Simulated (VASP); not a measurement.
# Cd4C (Im-3m) in VASP: a series of runs, part 2 of 2

VASP 6.6.1. Earlier steps stand in the parts before.

## Step 3: Relaxation of cell and atoms, PBE

This run uses another cell than the first one, of 20.73 Å³/atom, 0.982 times its volume.

File INCAR:

```
SYSTEM = Cd4C
PREC = Accurate
ENCUT = 600
EDIFF = 1E-6
ISMEAR = 0
SIGMA = 0.1
LREAL = .False.
LASPH = .True.
NELM = 100
ALGO = Normal
ISIF = 3
LWAVE = .False.
LCHARG = .False.
GGA = PE
IBRION = 2
NSW = 100
EDIFFG = -0.01
```

File KPOINTS:

```
regular mesh
0
Gamma
  10 10 10
  0 0 0
```

File POSCAR:

```
Cd4C
1.0
   -2.9592040500      2.9592040500      2.9592040500
    2.9592040500     -2.9592040500      2.9592040500
    2.9592040500      2.9592040500     -2.9592040500
Cd C
4 1
Direct
    0.5000000000      0.5000000000      0.5000000000
    0.5000000000      0.0000000000      0.0000000000
    0.0000000000      0.0000000000      0.5000000000
    0.0000000000      0.5000000000      0.0000000000
    0.0000000000      0.0000000000      0.0000000000
```

Potentials or basis: VASP PAW PBE potentials, release 64 (Cd, C).

Launch:

```sh
cat potpaw_PBE.64/Cd/POTCAR potpaw_PBE.64/C/POTCAR > POTCAR
mpirun -np 1 vasp_std > vasp.out
```

OUTCAR:

```text
SYSTEM = Cd4C
   PREC = Accurate
   ENCUT = 600
   EDIFF = 1E-6
   ISMEAR = 0
   LREAL = .False.
   LASPH = .True.
   NELM = 100
   ISIF = 3
   GGA = PE
   IBRION = 2
   NSW = 100
   EDIFFG = -0.01

 ion  position               nearest neighbor table
   1  0.500  0.500  0.500-   5 2.56   5 2.56   4 2.96   2 2.96   2 2.96   4 2.96   3 2.96   3 2.96

[... 1077 lines left out ...]
  --------------------------------------------------------------------------------------
  -------------------------------------------------------------------------------------
  Total       -0.0263440     -0.0263440     -0.0263440     -0.0000000     -0.0000000      0.0000000
  in kB       -0.3972007     -0.3972007     -0.3972007     -0.0000000     -0.0000000      0.0000000
  external PRESSURE =      -0.3972007 kB  Pullay stress =       0.0000000 kB

 VOLUME and BASIS-vectors are now :
 -----------------------------------------------------------------------------
  energy-cutoff  :      600.00
  volume of cell :      106.26
      direct lattice vectors                 reciprocal lattice vectors
    -2.983829713  2.983829713  2.983829713     0.000000000  0.167569884  0.167569884
     2.983829713 -2.983829713  2.983829713     0.167569884  0.000000000  0.167569884
     2.983829713  2.983829713 -2.983829713     0.167569884  0.167569884  0.000000000

 POSITION                                       TOTAL-FORCE (eV/Angst)
 -----------------------------------------------------------------------------------
      1.49191      1.49191      1.49191         0.000000      0.000000     -0.000000
      1.49191      4.47574     -1.49191        -0.000000     -0.000000      0.000000
      1.49191      1.49191      4.47574         0.000000     -0.000000      0.000000
      1.49191     -1.49191      1.49191        -0.000000      0.000000      0.000000
      0.00000      0.00000      0.00000        -0.000000      0.000000     -0.000000
 -----------------------------------------------------------------------------------
    total drift:                                0.000000      0.000000     -0.000000

  FREE ENERGIE OF THE ION-ELECTRON SYSTEM (eV)
  ---------------------------------------------------
  free  energy   TOTEN  =        -7.7764375549 eV

  energy  without entropy=       -7.7603917435  energy(sigma->0) =       -7.76841465

 reached required accuracy - stopping structural energy minimisation
```

OSZICAR:

```text
N       E                     dE             d eps       ncg     rms          rms(c)
DAV:   1     0.436186282409E+03    0.43619E+03   -0.29809E+04  2914   0.186E+03
DAV:   2     0.812209683058E+01   -0.42806E+03   -0.41748E+03  3026   0.451E+02
DAV:   3    -0.951972886010E+01   -0.17642E+02   -0.17316E+02  3568   0.938E+01
[... 16 lines left out ...]
DAV:   4    -0.777657357652E+01    0.48226E-02   -0.55398E-03  2921   0.507E-01    0.121E-01
DAV:   5    -0.777641352010E+01    0.16006E-03   -0.55898E-04  3386   0.217E-01    0.358E-02
DAV:   6    -0.777643347556E+01   -0.19955E-04   -0.50609E-05  3012   0.476E-02    0.197E-02
DAV:   7    -0.777643785862E+01   -0.43831E-05   -0.11148E-05  3173   0.256E-02    0.589E-03
DAV:   8    -0.777643755491E+01    0.30371E-06   -0.20764E-06  1775   0.135E-02
   2 F= -.77764376E+01 E0= -.77684146E+01  d E =-.102161E-01
```

CONTCAR:

```text
Cd4C
   1.00000000000000
    -2.9838297133228169    2.9838297133228169    2.9838297133228169
     2.9838297133228169   -2.9838297133228169    2.9838297133228169
     2.9838297133228169    2.9838297133228169   -2.9838297133228169
  Cd              C
     4     1
Direct
     0.5000000000000000    0.5000000000000000    0.5000000000000000
     0.5000000000000000    0.0000000000000000    1.0000000000000000
     1.0000000000000000    1.0000000000000000    0.5000000000000000
     0.0000000000000000    0.5000000000000000    0.0000000000000000
     0.0000000000000000    0.0000000000000000    0.0000000000000000

  0.00000000E+00  0.00000000E+00  0.00000000E+00
  0.00000000E+00  0.00000000E+00  0.00000000E+00
  0.00000000E+00  0.00000000E+00  0.00000000E+00
  0.00000000E+00  0.00000000E+00  0.00000000E+00
  0.00000000E+00  0.00000000E+00  0.00000000E+00
```

Run time: 2.7 min. Hardware: 1 thread of Intel Xeon 6975P-C (Granite Rapids), shared host; peak memory 0.35 GiB.

Results:

```yaml
Free_energy: -7.7764 eV
Relaxed_volume: 21.25 Å³/atom
Relaxed_cell: a = 5.168 Å, b = 5.168 Å, c = 5.168 Å, α = 109.47°, β = 109.47°, γ = 109.47°
Space_group_after_relaxing_to_0.05_Å: Im-3m (No. 229)
Energy_gained_by_relaxing: 2.0 meV/atom
Ionic_steps: 2
Pressure_after_relaxing: 0.0 GPa
Band_gap_on_the_k_mesh: zero (band 26 reaches 3.30 eV, above the bottom of band 27 at 1.71 eV)
```

Step by step:
```tsv
step	energy change (eV)	largest force (eV/Å)	pressure (GPa)	volume (Å³)
1	0.0000	0.0000	1.33	103.65
2	-0.0102	0.0000	-0.04	106.26
```

Final structure:
```cif
data_structure
_symmetry_space_group_name_H-M 'P 1'
_symmetry_Int_Tables_number 1
_cell_length_a 5.1681
_cell_length_b 5.1681
_cell_length_c 5.1681
_cell_angle_alpha 109.471
_cell_angle_beta 109.471
_cell_angle_gamma 109.471
_cell_volume 106.26
loop_
_atom_site_label
_atom_site_type_symbol
_atom_site_fract_x
_atom_site_fract_y
_atom_site_fract_z
_atom_site_occupancy
Cd1 Cd 0.50000 0.50000 0.50000 1
Cd2 Cd 0.50000 0.00000 0.00000 1
Cd3 Cd 0.00000 0.00000 0.50000 1
Cd4 Cd 0.00000 0.50000 0.00000 1
C1 C 0.00000 0.00000 0.00000 1
```

## Step 4: Single point, PBE

This run uses another cell than the first one, of 20.73 Å³/atom, 0.982 times its volume.

File INCAR:

```
SYSTEM = Cd4C
ALGO = Normal
EDIFF = 1E-7
ENCUT = 520
GGA = PE
ISIF = 2
ISMEAR = 0
LASPH = .True.
LCHARG = .False.
LREAL = .False.
LWAVE = .False.
NBANDS = 34
NELM = 100
PREC = Accurate
SIGMA = 0.1
```

File KPOINTS:

```
k-points
0
Gamma
  4 4 4
  0 0 0
```

POSCAR is that of step 3.

Launch:

```sh
cat potpaw_PBE.64/Cd/POTCAR potpaw_PBE.64/C/POTCAR > POTCAR
mpirun -np 1 vasp_std > vasp.out
```

Wall time 23 s (1 thread of Intel Xeon 6975P-C (Granite Rapids), shared host); peak memory 0.24 GiB.

Results (log left out):

| Quantity | Value |
| --- | --- |
| Free energy | -7.5678 eV |
| Pressure | 1.2 GPa |
| Band gap on the k mesh | zero (band 26 reaches 3.45 eV, above the bottom of band 27 at 2.32 eV) |

Levels at points of the mesh, in eV from the Fermi level:
```
           k point  band 23  band 24  band 25  band 26  band 27  band 28  band 29  band 30
(0.00, 0.00, 0.00)    -2.88    -2.88    -2.88     1.10     1.10     1.10     1.64     1.64
(0.50, 0.00, 0.00)    -3.08    -2.95    -2.50    -1.02     1.53     1.75     2.20     3.64
(0.50, 0.50, 0.50)    -3.86    -3.86    -2.28    -2.28     2.58     2.58     2.58     3.26
```

Caveat: the k points lie up to 0.38 Å⁻¹ apart.

## Step 5: Overview

```tsv
task	cell	k mesh	cutoff (eV)	gap on the mesh (eV)	pressure (GPa)
single point	a = 5.157 Å, angles 109.5°, 5 atoms	10 × 10 × 10	520	none	0.4
relaxation of cell and atoms	relaxed from a = 5.125 Å, angles 109.5°, 5 atoms	10 × 10 × 10	600	none	0.0
single point	a = 5.125 Å, angles 109.5°, 5 atoms	4 × 4 × 4	520	none	1.2
```

Alike in all rows: level PBE; potentials or basis VASP PAW PBE potentials, release 64 (Cd, C); no spin polarisation; smearing gaussian 0.1 eV.

Caveats: some runs use coarse meshes.

Absolute energies hang on the potentials; compare differences alone.
